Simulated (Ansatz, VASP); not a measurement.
**WSe2: VASP beside Ansatz**

Contents of INCAR:

```
ALGO     = Normal         # electronic algorithm
EDIFF    = 1E-6           # SCF threshold, eV
ENCUT    = 520            # plane-wave cutoff, eV
GGA      = PE             # functional
ISIF     = 2              # what is computed and relaxed
ISMEAR   = -1             # smearing method
LASPH    = T              # aspherical terms in the spheres
LCHARG   = F              # write CHGCAR
LREAL    = F              # projectors in reciprocal space
LWAVE    = F              # write WAVECAR
NBANDS   = 35             # bands
NELM     = 100            # most SCF steps
PREC     = Accurate       # precision mode
SIGMA    = 0.02           # smearing width, eV
```

Contents of KPOINTS:

```
k-points
0
Gamma
  12 12 2
```

The input POSCAR:

```
WSe2
1.0
    3.1676807483      0.0000000000      0.0000000000
   -1.5838403742      2.7432919991      0.0000000000
    0.0000000000      0.0000000000     12.6227528714
W Se
2 4
Direct
    0.3333333333      0.6666666667      0.2500000000
    0.6666666667      0.3333333333      0.7500000000
    0.6666666667      0.3333333333      0.3849008986
    0.6666666667      0.3333333333      0.1150991014
    0.3333333333      0.6666666667      0.8849008986
    0.3333333333      0.6666666667      0.6150991014
```

Input for Ansatz:

```yaml
crystal:
  lattice:
    - [3.1676807483, 0.0, 0.0]
    - [-1.5838403742, 2.7432919991, 0.0]
    - [0.0, 0.0, 12.6227528714]
  atoms:
    - { symbol: W, position: [0.3333333333, 0.6666666667, 0.25] }
    - { symbol: W, position: [0.6666666667, 0.3333333333, 0.75] }
    - { symbol: Se, position: [0.6666666667, 0.3333333333, 0.3849008986] }
    - { symbol: Se, position: [0.6666666667, 0.3333333333, 0.1150991014] }
    - { symbol: Se, position: [0.3333333333, 0.6666666667, 0.8849008986] }
    - { symbol: Se, position: [0.3333333333, 0.6666666667, 0.6150991014] }
kpoints:
  mp_grid: { grid: [12, 12, 2] }
  band_path:
    path:
      - [0.0, 0.0, 0.0]
      - [0.5, 0.0, 0.0]
      - [0.3333333333, 0.3333333333, 0.0]
      - [0.0, 0.0, 0.5]
      - [0.5, 0.0, 0.5]
      - [0.3333333333, 0.3333333333, 0.5]
      - [0.182292, 0.182292, 0.0]
    npoints: 1
hamiltonian:
  xc: pbe
scf:
  occupations: { method: fermi_dirac, width: 0.02 }
  n_extra_bands: 5
output:
  forces: true
  stress: true
  eigenvalues: true
```

Change from the starting cell: hydrostatic strain -4.0%.

Alike in both runs: task single point; functional PBE; k mesh 12 × 12 × 2; occupations fermi-dirac, width 0.02 eV; no spin polarisation.

|  | VASP | Ansatz |
| --- | --- | --- |
| version | VASP 6.6.1 | Ansatz 0.2.0 |
| potentials or method | VASP PAW PBE potentials, release 64 (W_sv, Se) | plane waves, PAW |
| plane-wave cutoff (eV) | 520 | 420 |
| valence electrons in the cell | 52 | 92 |

|  | VASP | Ansatz | Ansatz less VASP |
| --- | --- | --- | --- |
| gap on the k mesh at the Fermi level (eV) | 0.84 | 0.84 | +0.006 |
| pressure (GPa) | 14.4 | 14.0 | -0.44 |
| traceless stress, the component that is largest in VASP (GPa) | -3.47 | -3.58 | -0.117 |
| rms of the force components (eV/Å) | 0.197 | 0.170 | -0.0274 |

Atom by atom the forces differ by 0.027 eV/Å (rms over components). VASP's potentials hold 52 valence electrons a cell and Ansatz's 92, so a difference there can come from the potentials and not from the codes.

Neither program's run includes spin-orbit coupling.
